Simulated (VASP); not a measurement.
# Al2Au (Fm-3m) in VASP: single point with PBEsol

Aim: the single point of Al2Au with PBEsol.

Everything below comes from runs of VASP 6.6.1. Logs are shortened: lines on timing, memory, paths and dates and some standing lists are left out, and cuts for length are marked.

## Step 1: The cell of the first run

Symmetry: Fm-3m, No. 225, cubic system. Conventional cell: a = 6.001 Å, b = 6.001 Å, c = 6.001 Å, α = 90.00°, β = 90.00°, γ = 90.00°. Al (site symmetry -43m) has 4 Au at 2.60 Å and 6 Al at 3.00 Å within 3.4 Å. Au (site symmetry m-3m) has 8 Al at 2.60 Å within 3.4 Å.

## Step 2: Single point, PBEsol

INCAR

```
SYSTEM = Al2Au
ALGO = Normal
EDIFF = 1E-6
ENCUT = 520
GGA = PS
ISIF = 2
ISMEAR = -1
LASPH = .True.
LCHARG = .True.
LELF = .True.
LREAL = .False.
LVHAR = .True.
LWAVE = .False.
NBANDS = 16
NELM = 60
PREC = Accurate
SIGMA = 0.05
```

KPOINTS

```
k-points
0
Gamma
  8 8 8
  0 0 0
```

POSCAR

```
Al2Au
1.0
    0.0000000000      3.0006507380      3.0006507380
    3.0006507380      0.0000000000      3.0006507380
    3.0006507380      3.0006507380      0.0000000000
Al Au
2 1
Direct
    0.2500000000      0.2500000000      0.2500000000
    0.7500000000      0.7500000000      0.7500000000
    0.0000000000      0.0000000000      0.0000000000
```

Potentials or basis: VASP PAW PBE potentials, release 64 (Al, Au).

The run is started by

```sh
cat potpaw_PBE.64/Al/POTCAR potpaw_PBE.64/Au/POTCAR > POTCAR
mpirun -np 1 vasp_std > vasp.out
```

OUTCAR:

```text
SYSTEM = Al2Au
   EDIFF = 1E-6
   ENCUT = 520
   GGA = PS
   ISIF = 2
   ISMEAR = -1
   LASPH = .True.
   LREAL = .False.
   NELM = 60
   PREC = Accurate

 ion  position               nearest neighbor table
   1  0.250  0.250  0.250-   3 2.60   3 2.60   3 2.60   3 2.60   2 3.00   2 3.00   2 3.00   2 3.00
                             2 3.00   2 3.00
   2  0.750  0.750  0.750-   3 2.60   3 2.60   3 2.60   3 2.60   1 3.00   1 3.00   1 3.00   1 3.00
                             1 3.00   1 3.00
   3  0.000  0.000  0.000-   2 2.60   2 2.60   2 2.60   1 2.60   1 2.60   1 2.60   2 2.60   1 2.60

  LATTYP: Found a face centered cubic cell.
 ALAT       =     6.0013014760

  Lattice vectors:

 A1 = (   0.0000000000,   3.0006507380,   3.0006507380)
 A2 = (   3.0006507380,   0.0000000000,   3.0006507380)
 A3 = (   3.0006507380,   3.0006507380,   0.0000000000)

Analysis of symmetry for initial positions (statically):
=====================================================================
 Subroutine PRICEL returns:
 Original cell was already a primitive cell.

 Routine SETGRP: Setting up the symmetry group for a
 face centered cubic supercell.

 Subroutine GETGRP returns: Found 48 space group operations
 (whereof 48 operations were pure point group operations)
 out of a pool of 48 trial point group operations.

The static configuration has the point symmetry O_h .

Analysis of symmetry for dynamics (positions and initial velocities):
=====================================================================
 Subroutine PRICEL returns:
 Original cell was already a primitive cell.

 Routine SETGRP: Setting up the symmetry group for a
 face centered cubic supercell.

 Subroutine GETGRP returns: Found 48 space group operations
 (whereof 48 operations were pure point group operations)
 out of a pool of 48 trial point group operations.

The dynamic configuration has the point symmetry O_h .

 Subroutine INISYM returns: Found 48 space group operations
 (whereof 48 operations are pure point group operations),
 and found     1 'primitive' translations

----------------------------------------------------------------------------------------

                                     Primitive cell

  volume of cell :      54.0351

  direct lattice vectors                    reciprocal lattice vectors
     0.000000000  3.000650738  3.000650738    -0.166630522  0.166630522  0.166630522
     3.000650738  0.000000000  3.000650738     0.166630522 -0.166630522  0.166630522
     3.000650738  3.000650738  0.000000000     0.166630522  0.166630522 -0.166630522

  length of vectors
     4.243560970  4.243560970  4.243560970     0.288612531  0.288612531  0.288612531

  position of ions in fractional coordinates (direct lattice)
     0.250000000  0.250000000  0.250000000
     0.750000000  0.750000000  0.750000000
     0.000000000  0.000000000  0.000000000

  ion indices of the primitive-cell ions
   primitive index   ion index
                 1           1
                 2           2
                 3           3

----------------------------------------------------------------------------------------

 KPOINTS: k-points

Automatic generation of k-mesh.
 Grid dimensions read from file:
 generate k-points for:    8    8    8

 Generating k-lattice:

  Cartesian coordinates                     Fractional coordinates (reciprocal lattice)
    -0.020828815  0.020828815  0.020828815     0.125000000  0.000000000  0.000000000
     0.020828815 -0.020828815  0.020828815     0.000000000  0.125000000  0.000000000
     0.020828815  0.020828815 -0.020828815     0.000000000  0.000000000  0.125000000

  Length of vectors
     0.036076566  0.036076566  0.036076566

  Shift w.r.t. Gamma in fractional coordinates (k-lattice)
     0.000000000  0.000000000  0.000000000

 Subroutine IBZKPT returns following result:
 ===========================================

 Found     29 irreducible k-points:

 Following reciprocal coordinates:
            Coordinates               Weight
  0.000000  0.000000  0.000000      1.000000
  0.125000  0.000000  0.000000      8.000000
  0.250000  0.000000  0.000000      8.000000
  0.375000  0.000000  0.000000      8.000000
  0.500000  0.000000  0.000000      4.000000
  0.125000  0.125000  0.000000      6.000000
[... 16 lines left out ...]
  0.500000  0.250000  0.125000     48.000000
 -0.375000  0.250000  0.125000     24.000000
 [... further k-points ...]
   k-points           NKPTS =     29   k-points in BZ     NKDIM =     29   number of bands    NBANDS=     16
   number of dos      NEDOS =    301   number of ions     NIONS =      3
   total plane-waves  NPLWV =  32768
   dimension x,y,z NGX =    32 NGY =   32 NGZ =   32
   dimension x,y,z NGXF=    64 NGYF=   64 NGZF=   64
   ions per type =               2   1
   NGX,Y,Z   is equivalent  to a cutoff of  12.54, 12.54, 12.54 a.u.
   NGXF,Y,Z  is equivalent  to a cutoff of  25.07, 25.07, 25.07 a.u.
 SYSTEM =  Al2Au
   PREC   = accura    normal or accurate (medium, high low for compatibility)
   ISTART =      0    job   : 0-new  1-cont  2-samecut
   ICHARG =      2    charge: 1-file 2-atom 10-const
   ISPIN  =      1    spin polarized calculation?
   LNONCOLLINEAR =      F non collinear calculations
   LSORBIT =      F    spin-orbit coupling
   LASPH  =      T    aspherical Exc in radial PAW
   ENCUT  =  520.0 eV  38.22 Ry    6.18 a.u.   7.89  7.89  7.89*2*pi/ulx,y,z
   NELM   =     60;   NELMIN=  2; NELMDL= -5     # of ELM steps
   EDIFF  = 0.1E-05   stopping-criterion for ELM
   LREAL  =      F    real-space projection
   EDIFFG = 0.1E-04   stopping-criterion for IOM
   NSW    =      0    number of steps for IOM
   IBRION =     -1    ionic relax: 0-MD 1-quasi-New 2-CG
   NFREE  =      0    steps in history (QN), initial steepest desc. (CG)
   ISIF   =      2    stress and relaxation
   ISYM   =      2    0-nonsym 1-usesym 2-fastsym
   POTIM  = 0.5000    time-step for ionic-motion
   TEBEG  =    0.0;   TEEND  =   0.0 temperature during run
   PSTRESS=    0.0 pullay stress
   NELECT =      17.0000    total number of electrons
   NUPDOWN=      -1.0000    fix difference up-down
   EMIN   =  10.00;   EMAX   =-10.00  energy-range for DOS
   EFERMI =   0.00;   METHOD = LEGACY
   ISMEAR =    -1;   SIGMA  =   0.05  broadening in eV -4-tet -1-fermi 0-gaus
   EFERMI_NEDOS =   21; number of points for ismear=-14 and -15
   IALGO  =     38    algorithm
   IMIX   =      4    mixing-type and parameters
     AMIX     =   0.40;   BMIX     =  1.00
     AMIX_MAG =   1.60;   BMIX_MAG =  1.00
  volume/ion in A,a.u.               =      18.01       121.55
  Fermi-wavevector in a.u.,A,eV,Ry     =   1.113437  2.104091 16.867717  1.239742
  Thomas-Fermi vector in A             =   2.250022
   LORBIT       =      0    0 simple, 1 ext, 2 COOP (PROOUT), +10 PAW based schemes
   GGA     = PS    functional components
   LHFCALC =     F    Hartree Fock is set to
   AEXX    =    0.0000 exact exchange contribution
   IVDW    =     0    specifies the selected vdW correction
   LEPSILON=     F    determine dielectric tensor
   LRPA    =     F    only Hartree local field effects (RPA)
 non-spin polarized calculation
  energy-cutoff  :      520.00
  volume of cell :       54.04
 maximum number of plane-waves:      1475
   NGX = 15   NGY = 15   NGZ = 15

 number of electron      17.0000001 magnetization

 Free energy of the ion-electron system (eV)
  ---------------------------------------------------
  ext. energy  EPLUGINS =         0.00000000
  ---------------------------------------------------
  free energy    TOTEN  =       -13.48736428 eV

  energy without entropy =      -13.47879172  energy(sigma->0) =      -13.48307800

 E-fermi :   7.6810     XC(G=0): -10.6369

 val. band max:        7.6680209862   @ k =  -0.1250   0.1250   0.0000
 cond. band min:       7.7033966492   @ k =   0.3750   0.1250   0.0000
 fundamental gap:      0.0353756630
 Fermi energy:         7.6810497468

 k-point     1 :       0.0000    0.0000    0.0000
  band No.  band energies     occupation
      1      -2.8774      2.00000
      2       1.0774      2.00000
      3       1.0774      2.00000
      4       1.0774      2.00000
      5       2.0373      2.00000
      6       2.0373      2.00000
[... 8 lines left out ...]
     15      13.4105      0.00000
     16      13.4105      0.00000

 k-point     2 :       0.1250    0.0000    0.0000
  band No.  band energies     occupation
      1      -2.6732      2.00000
      2       1.0128      2.00000
      3       1.1275      2.00000
      4       1.1275      2.00000
      5       2.0276      2.00000
      6       2.0276      2.00000
[... 8 lines left out ...]
     15      13.0185      0.00000
     16      13.0696      0.00000

 k-point     3 :       0.2500    0.0000    0.0000
  band No.  band energies     occupation
      1      -2.0896      2.00000
      2       0.8882      2.00000
      3       1.2334      2.00000
      4       1.2334      2.00000
      5       2.0346      2.00000
      6       2.0346      2.00000
[... 8 lines left out ...]
     15      13.9874      0.00000
     16      14.1292      0.00000

 k-point     4 :       0.3750    0.0000    0.0000
  band No.  band energies     occupation
      1      -1.2832      2.00000
      2       0.9002      2.00000
      3       1.3034      2.00000
      4       1.3034      2.00000
      5       2.1042      2.00000
      6       2.1042      2.00000
[... 8 lines left out ...]
     15      15.5289      0.00000
     16      15.7288      0.00000
[... 324 lines left out ...]
 k-point    22 :       0.3750    0.2500    0.1250
  band No.  band energies     occupation
      1      -1.5640      2.00000
      2       0.7197      2.00000
      3       1.3487      2.00000
      4       1.4078      2.00000
      5       1.8690      2.00000
      6       2.1775      2.00000
[... 8 lines left out ...]
     15      15.0584      0.00000
     16      16.5213      0.00000

 k-point    23 :       0.5000    0.2500    0.1250
  band No.  band energies     occupation
      1      -0.7550      2.00000
      2       0.6842      2.00000
      3       1.3626      2.00000
      4       1.5246      2.00000
      5       2.0039      2.00000
      6       2.1680      2.00000
[... 8 lines left out ...]
     15      16.1840      0.00000
     16      17.1483      0.00000

 k-point    24 :      -0.3750    0.2500    0.1250
  band No.  band energies     occupation
      1      -0.2955      2.00000
      2       0.8161      2.00000
      3       1.4274      2.00000
      4       1.5525      2.00000
      5       1.9584      2.00000
      6       2.2180      2.00000
[... 8 lines left out ...]
     15      15.3124      0.00000
     16      17.7849      0.00000

 [... further k-points ...]

------------------------ aborting loop because EDIFF is reached ----------------------------------------

  FORCE on cell =-STRESS in cart. coord.  units (eV):
  Direction    XX          YY          ZZ          XY          YZ          ZX
  --------------------------------------------------------------------------------------
  -------------------------------------------------------------------------------------
  Total       -0.0639085     -0.0639085     -0.0639085     -0.0000000     -0.0000000     -0.0000000
  in kB       -1.8949290     -1.8949290     -1.8949290     -0.0000000     -0.0000000     -0.0000000
  external PRESSURE =      -1.8949290 kB  Pullay stress =       0.0000000 kB

 VOLUME and BASIS-vectors are now :
 -----------------------------------------------------------------------------
  energy-cutoff  :      520.00
  volume of cell :       54.04
      direct lattice vectors                 reciprocal lattice vectors
     0.000000000  3.000650738  3.000650738    -0.166630522  0.166630522  0.166630522
     3.000650738  0.000000000  3.000650738     0.166630522 -0.166630522  0.166630522
     3.000650738  3.000650738  0.000000000     0.166630522  0.166630522 -0.166630522

 POSITION                                       TOTAL-FORCE (eV/Angst)
 -----------------------------------------------------------------------------------
      1.50033      1.50033      1.50033         0.000000      0.000000      0.000000
      4.50098      4.50098      4.50098        -0.000000     -0.000000     -0.000000
      0.00000      0.00000      0.00000         0.000000      0.000000      0.000000
 -----------------------------------------------------------------------------------
    total drift:                                0.000000     -0.000000      0.000000

  FREE ENERGIE OF THE ION-ELECTRON SYSTEM (eV)
  ---------------------------------------------------
  free  energy   TOTEN  =       -13.4873642816 eV

  energy  without entropy=      -13.4787917186  energy(sigma->0) =      -13.48307800
```

Run time: 46 s. Hardware: 1 thread of AMD EPYC 7R13, shared host; peak memory 0.16 GiB.

What came out:

| Item | Value |
| --- | --- |
| Free energy | -13.4874 eV |
| Pressure | -0.2 GPa |

Caveat: the PAW data sets were made with another functional, which shifts forces and pressure a little; spin-orbit coupling is left out, which moves the levels of the heavy elements.
